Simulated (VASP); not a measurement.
Input of a VASP 6.6.1 run:

File INCAR:

```
SYSTEM = Si4O7
PREC = Accurate ; ENCUT = 520
EDIFF = 1E-6 ; ISMEAR = 0
SIGMA = 0.05 ; LREAL = .FALSE.
LASPH = .TRUE. ; NELM = 120
ALGO = Normal ; ISIF = 2
LWAVE = .FALSE. ; LCHARG = .FALSE.
GGA = PS ; NBANDS = 40
GGA_COMPAT = .FALSE.
```

File KPOINTS:

```
regular mesh
0
G
  4 4 4
  0 0 0
```

File POSCAR:

```
Si4O7
1.0
    5.0280710683      0.0000000000      0.0000000000
    0.0000000000      5.0280710683      0.0000000000
    0.0000000000      0.0000000000      7.0088699743
Si O
4 7
Direct
    0.2980688188      0.2980688188      0.0000000000
    0.2019311812      0.7980688188      0.2500000000
    0.7019311812      0.7019311812      0.5000000000
    0.7980688188      0.2019311812      0.7500000000
    0.3980464015      0.7395636083      0.4283767439
    0.7604363917      0.8980464015      0.6783767439
    0.6019535985      0.2604363917      0.9283767439
    0.7395636083      0.3980464015      0.5716232561
    0.8980464015      0.7604363917      0.3216232561
    0.2447818042      0.2269535985      0.1516883720
    0.1019535985      0.2395636083      0.8216232561
```

Potentials or basis: VASP PAW PBE potentials, release 64 (Si, O).

Command:

```console
$ cat potpaw_PBE.64/Si/POTCAR potpaw_PBE.64/O/POTCAR > POTCAR
$ mpirun -np 1 vasp_std > vasp.out
```

**Question.** Estimate the band gap on the k mesh.

**Answer.** 1.73 eV.

**Question.** Predict the pressure.

**Answer.** 19.9 GPa.

Stress tensor (GPa, compression positive):
```
  5.44   4.53 -12.77
  4.53   2.53 -17.93
-12.77 -17.93  51.79
```

Caveat: the cell differs from its parent crystal (atoms taken out, atom 10 moved 0.750 of the way to it and +0.000 Å across, host rigid); atoms lie so close that the PAW spheres overlap strongly, which falsifies energies and pressures; the PAW data sets were made with another functional, which shifts forces and pressure a little.
